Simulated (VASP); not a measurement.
AlN, 2 atoms in the cell. It takes space group R-3m (No. 166, trigonal). The conventional cell has a = 2.769 Å, b = 2.769 Å, c = 6.989 Å, α = 90.00°, β = 90.00°, γ = 120.00°. Within 2.6 Å of Al (site symmetry -3m) lie 6 N at 1.98 Å. Within 2.6 Å of N (site symmetry -3m) lie 6 Al at 1.98 Å.  This cell differs from its parent crystal: equal xy, yz and zx shear strains of +2 %.

| Property | Result |
| --- | --- |
| Program | VASP 6.6.1 |
| Task | electric field gradients |
| Functional | PBE |
| Potentials or basis | VASP PAW PBE potentials, release 64 (Al, N) |
| Cutoff | 520 eV |
| k mesh | 10 × 10 × 10 |
| Occupations | fermi-dirac, width 0.02 eV |
| Spin | no spin polarisation |
| Dipole correction | no |
| Further INCAR settings | ALGO = Normal; EDIFF = 1e-08; NBANDS = 11 |

Potentials or basis: VASP PAW PBE potentials, release 64 (Al, N).

The run is started by

```bash
$ cat potpaw_PBE.64/Al/POTCAR potpaw_PBE.64/N/POTCAR > POTCAR
$ mpirun -np 1 vasp_std > vasp.out
```

Hardware: 1 thread of Intel(R) Xeon(R) 6975P-C (Granite Rapids), on a shared host.

Question: Estimate the wall time of this run.

Answer: It took 12 s on 1 thread of Intel(R) Xeon(R) 6975P-C (Granite Rapids), with other jobs on the host, peak memory 0.14 GiB. Counts: scf iterations 14, k points 116.
